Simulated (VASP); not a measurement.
Write the native input for VASP 6.6.1 that does the following.

* Task: single point
* Functional: PBEsol
* Potentials or basis: VASP PAW PBE potentials, release 64 (Cr_pv)
* Cutoff: 520 eV
* k mesh: 11 × 11 × 6
* Occupations: fermi-dirac, width 0.05 eV
* Spin: collinear spin, ferromagnetic start
* Starting moments: [3.0, 3.0] μB
* Fixed moment: 6 μB
* Dipole correction: no
* Further INCAR settings: ALGO = Normal; EDIFF = 1e-07; NBANDS = 23

The structure of Cr lies in POSCAR:

```
Cr
1.0
    1.1470505050     -2.4670251200      0.0000000000
    1.1470505050      2.4670251200      0.0000000000
    0.0000000000      0.0000000000      4.0643107400
Cr
2
Direct
    0.8705325800      0.1294674200      0.7500000000
    0.1294674200      0.8705325800      0.2500000000
```

These files were run (other wordings do the same):

INCAR

```
PREC = Accurate ; ENCUT = 520
EDIFF = 1E-7 ; ISMEAR = -1
SIGMA = 0.05 ; LREAL = False
LASPH = True ; NELM = 150
ALGO = Normal ; ISIF = 2
LWAVE = False ; LCHARG = True
ISPIN = 2 ; MAGMOM = 3 3
LORBIT = 11 ; NUPDOWN = 6.0
LMAXMIX = 4 ; GGA = PS
LELF = True ; LVHAR = True
NBANDS = 23
```

KPOINTS

```
Automatic mesh
0
Gamma
  11 11 6
```

Potentials or basis: VASP PAW PBE potentials, release 64 (Cr_pv).

The run is started by

```bash
$ cat potpaw_PBE.64/Cr_pv/POTCAR > POTCAR
$ mpirun -np 1 vasp_std > vasp.out
```

It gave:

* Pressure: 54.0 GPa
* Largest force: 0.668 eV/Å
* Net moment: 6.00 μB per cell
* Site moments: Cr +2.81 μB
* Valence electrons inside the program's atomic spheres: Cr 11.14

Caveat: the cell stands under pressure; the PAW data sets were made with another functional, which shifts forces and pressure a little; the total moment is fixed, so each spin has its own Fermi level.

Wall time 98 s on 1 thread of AMD EPYC 9R45 96-Core Processor (Zen 5), with other jobs on the host, peak memory 0.19 GiB.
